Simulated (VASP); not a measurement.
# ZrS (Fm-3m) in VASP: single point with r2SCAN

Aim: the single point of ZrS with r2SCAN.

Everything below comes from runs of VASP 6.6.1. Logs are shortened: lines on timing, memory, paths and dates and some standing lists are left out, and cuts for length are marked.

**1. The cell of the first run**

The structure is cubic, space group Fm-3m (No. 225). The conventional cell has a = 5.225 Å, b = 5.225 Å, c = 5.225 Å, α = 90.00°, β = 90.00°, γ = 90.00°. Zr (site symmetry m-3m) has 6 S at 2.61 Å within 3.4 Å. S (site symmetry m-3m) has 6 Zr at 2.61 Å within 3.4 Å.

**2. Single point, r2SCAN**

Input file POSCAR:

```
ZrS
1.0
    0.0000000000      2.6126780998      2.6126780998
    2.6126780998      0.0000000000      2.6126780998
    2.6126780998      2.6126780998      0.0000000000
Zr S
1 1
Direct
    0.5000000000      0.5000000000      0.5000000000
    0.0000000000      0.0000000000      0.0000000000
```

Input file INCAR.step1:

```
SYSTEM = ZrS
PREC = Accurate
ENCUT = 520
ISMEAR = 0
SIGMA = 0.1
LREAL = .False.
LASPH = .True.
NELM = 80
NBANDS = 16
GGA = PE
ALGO = Normal
EDIFF = 1E-4
LWAVE = .True.
LCHARG = .False.
```

Input file INCAR.step2:

```
SYSTEM = ZrS
PREC = Accurate
ENCUT = 520
EDIFF = 1E-6
ISMEAR = 0
SIGMA = 0.1
LREAL = .False.
LASPH = .True.
NELM = 80
ALGO = Normal
ISIF = 2
LWAVE = .False.
LCHARG = .False.
METAGGA = R2SCAN
LMIXTAU = .True.
NBANDS = 16
ISTART = 1
```

Input file KPOINTS:

```
regular mesh
0
Gamma
  14 14 14
  0 0 0
```

Potentials or basis: VASP PAW PBE potentials, release 64 (Zr_sv, S).

Started as:

```bash
cat potpaw_PBE.64/Zr_sv/POTCAR potpaw_PBE.64/S/POTCAR > POTCAR
cp INCAR.step1 INCAR
mpirun -np 1 vasp_std > vasp.out
cp INCAR.step2 INCAR
mpirun -np 1 vasp_std > vasp.out
```

OUTCAR:

```text
SYSTEM = ZrS
   PREC = Accurate
   ENCUT = 520
   EDIFF = 1E-6
   ISMEAR = 0
   LREAL = .False.
   LASPH = .True.
   NELM = 80
   ISIF = 2
   METAGGA = R2SCAN
   ISTART = 1

 ion  position               nearest neighbor table
   1  0.500  0.500  0.500-   2 2.61   2 2.61   2 2.61   2 2.61   2 2.61   2 2.61
   2  0.000  0.000  0.000-   1 2.61   1 2.61   1 2.61   1 2.61   1 2.61   1 2.61

  LATTYP: Found a face centered cubic cell.
 ALAT       =     5.2253561996

  Lattice vectors:

 A1 = (   0.0000000000,   2.6126780998,   2.6126780998)
 A2 = (   2.6126780998,   0.0000000000,   2.6126780998)
 A3 = (   2.6126780998,   2.6126780998,   0.0000000000)

Analysis of symmetry for initial positions (statically):
=====================================================================
 Subroutine PRICEL returns:
 Original cell was already a primitive cell.

 Routine SETGRP: Setting up the symmetry group for a
 face centered cubic supercell.

 Subroutine GETGRP returns: Found 48 space group operations
 (whereof 48 operations were pure point group operations)
 out of a pool of 48 trial point group operations.

The static configuration has the point symmetry O_h .

Analysis of symmetry for dynamics (positions and initial velocities):
=====================================================================
 Subroutine PRICEL returns:
 Original cell was already a primitive cell.

 Routine SETGRP: Setting up the symmetry group for a
 face centered cubic supercell.

 Subroutine GETGRP returns: Found 48 space group operations
 (whereof 48 operations were pure point group operations)
 out of a pool of 48 trial point group operations.

The dynamic configuration has the point symmetry O_h .

 Subroutine INISYM returns: Found 48 space group operations
 (whereof 48 operations are pure point group operations),
 and found     1 'primitive' translations

----------------------------------------------------------------------------------------

                                     Primitive cell

  volume of cell :      35.6687

  direct lattice vectors                    reciprocal lattice vectors
     0.000000000  2.612678100  2.612678100    -0.191374513  0.191374513  0.191374513
     2.612678100  0.000000000  2.612678100     0.191374513 -0.191374513  0.191374513
     2.612678100  2.612678100  0.000000000     0.191374513  0.191374513 -0.191374513

[... 75 lines left out ...]
   ISTART =      1    job   : 0-new  1-cont  2-samecut
   ICHARG =      0    charge: 1-file 2-atom 10-const
   ISPIN  =      1    spin polarized calculation?
   LNONCOLLINEAR =      F non collinear calculations
   LSORBIT =      F    spin-orbit coupling
   LASPH  =      T    aspherical Exc in radial PAW
   ENCUT  =  520.0 eV  38.22 Ry    6.18 a.u.   6.87  6.87  6.87*2*pi/ulx,y,z
   NELM   =     80;   NELMIN=  2; NELMDL=  0     # of ELM steps
   EDIFF  = 0.1E-05   stopping-criterion for ELM
   LREAL  =      F    real-space projection
   EDIFFG = 0.1E-04   stopping-criterion for IOM
   NSW    =      0    number of steps for IOM
   IBRION =     -1    ionic relax: 0-MD 1-quasi-New 2-CG
   NFREE  =      0    steps in history (QN), initial steepest desc. (CG)
   ISIF   =      2    stress and relaxation
   ISYM   =      2    0-nonsym 1-usesym 2-fastsym
   POTIM  = 0.5000    time-step for ionic-motion
   TEBEG  =    0.0;   TEEND  =   0.0 temperature during run
   PSTRESS=    0.0 pullay stress
   NELECT =      18.0000    total number of electrons
   NUPDOWN=      -1.0000    fix difference up-down
   EMIN   =  10.00;   EMAX   =-10.00  energy-range for DOS
   EFERMI =   0.00;   METHOD = LEGACY
   ISMEAR =     0;   SIGMA  =   0.10  broadening in eV -4-tet -1-fermi 0-gaus
   EFERMI_NEDOS =   21; number of points for ismear=-14 and -15
   IALGO  =     38    algorithm
   IMIX   =      4    mixing-type and parameters
     AMIX     =   0.40;   BMIX     =  1.00
     AMIX_MAG =   1.60;   BMIX_MAG =  1.00
  volume/ion in A,a.u.               =      17.83       120.35
  Fermi-wavevector in a.u.,A,eV,Ry     =   1.303376  2.463024 23.113432  1.698789
  Thomas-Fermi vector in A             =   2.434382
   LORBIT       =      0    0 simple, 1 ext, 2 COOP (PROOUT), +10 PAW based schemes
   METAGGA = R2SCAN    functional components
   LHFCALC =     F    Hartree Fock is set to
   AEXX    =    0.0000 exact exchange contribution
   IVDW    =     0    specifies the selected vdW correction
   LEPSILON=     F    determine dielectric tensor
   LRPA    =     F    only Hartree local field effects (RPA)
 non-spin polarized calculation
 Gauss-broadening in eV      SIGMA  =   0.10
  energy-cutoff  :      520.00
  volume of cell :       35.67
 maximum number of plane-waves:       982
   NGX = 13   NGY = 13   NGZ = 13

 number of electron      17.9999999 magnetization

 Free energy of the ion-electron system (eV)
  ---------------------------------------------------
  ext. energy  EPLUGINS =         0.00000000
  ---------------------------------------------------
  free energy    TOTEN  =       -33.88499806 eV

  energy without entropy =      -33.87746565  energy(sigma->0) =      -33.88123186

 E-fermi :  11.1261     XC(G=0): -12.0397

 val. band max:       11.1205791012   @ k =   0.2857   0.2857   0.0000
 cond. band min:      11.1309918845   @ k =  -0.2857   0.4286   0.2143
 fundamental gap:      0.0104127833
 Fermi energy:        11.1261475394

 k-point     1 :       0.0000    0.0000    0.0000
  band No.  band energies     occupation
      1     -40.7303      2.00000
      2     -18.0119      2.00000
      3     -18.0119      2.00000
      4     -18.0119      2.00000
      5      -5.7532      2.00000
      6       7.1211      2.00000
[... 433 lines left out ...]
      3     -18.0535      2.00000
      4     -18.0470      2.00000
      5      -4.9893      2.00000
      6       4.1251      2.00000
[... 8 lines left out ...]
     15      19.7153      0.00000
     16      20.3780      0.00000

 [... further k-points ...]
[... 5 lines left out ...]
  --------------------------------------------------------------------------------------
  -------------------------------------------------------------------------------------
  Total       -0.0151439     -0.0151439     -0.0151439     -0.0000000      0.0000000     -0.0000000
  in kB       -0.6802369     -0.6802369     -0.6802369     -0.0000000      0.0000000     -0.0000000
  external PRESSURE =      -0.6802369 kB  Pullay stress =       0.0000000 kB

 VOLUME and BASIS-vectors are now :
 -----------------------------------------------------------------------------
  energy-cutoff  :      520.00
  volume of cell :       35.67
      direct lattice vectors                 reciprocal lattice vectors
     0.000000000  2.612678100  2.612678100    -0.191374513  0.191374513  0.191374513
     2.612678100  0.000000000  2.612678100     0.191374513 -0.191374513  0.191374513
     2.612678100  2.612678100  0.000000000     0.191374513  0.191374513 -0.191374513

 POSITION                                       TOTAL-FORCE (eV/Angst)
 -----------------------------------------------------------------------------------
      2.61268      2.61268      2.61268        -0.000000     -0.000000      0.000000
      0.00000      0.00000      0.00000         0.000000      0.000000     -0.000000
 -----------------------------------------------------------------------------------
    total drift:                                0.000000      0.000000      0.000000

  FREE ENERGIE OF THE ION-ELECTRON SYSTEM (eV)
  ---------------------------------------------------
  free  energy   TOTEN  =       -33.8849980637 eV

  energy  without entropy=      -33.8774656516  energy(sigma->0) =      -33.88123186
```

OSZICAR.step1:

```text
N       E                     dE             d eps       ncg     rms          rms(c)
DAV:   1     0.116540088646E+03    0.11654E+03   -0.93431E+03  3336   0.106E+03
DAV:   2    -0.932955394061E+01   -0.12587E+03   -0.12131E+03  4352   0.286E+02
DAV:   3    -0.162681987010E+02   -0.69386E+01   -0.68914E+01  6120   0.531E+01
DAV:   4    -0.163479933894E+02   -0.79795E-01   -0.79781E-01  3800   0.544E+00
DAV:   5    -0.163494594748E+02   -0.14661E-02   -0.14661E-02  4936   0.567E-01    0.153E+01
DAV:   6    -0.154429099207E+02    0.90655E+00   -0.19722E+00  4056   0.967E+00    0.706E+00
DAV:   7    -0.154149993594E+02    0.27911E-01   -0.19621E-01  4752   0.287E+00    0.308E+00
DAV:   8    -0.154118003902E+02    0.31990E-02   -0.30901E-02  3920   0.118E+00    0.586E-01
DAV:   9    -0.154106797107E+02    0.11207E-02   -0.44947E-03  3960   0.409E-01    0.158E-01
DAV:  10    -0.154107187815E+02   -0.39071E-04   -0.46940E-04  3832   0.211E-01
   1 F= -.15410719E+02 E0= -.15406906E+02  d E =-.762540E-02
```

It took 2.4 min on 1 thread of Intel Xeon Platinum 8259CL at 2.50GHz (Skylake/Cascade Lake), shared host; peak memory 0.2 GiB.

What came out:

```yaml
Free_energy: -33.8850 eV
Pressure: -0.1 GPa
Band_gap_on_the_k_mesh: zero (band 9 reaches 12.64 eV, above the bottom of band 10 at 9.66 eV)
```

Caveat: the PAW data sets were made with another functional, which shifts forces and pressure a little.
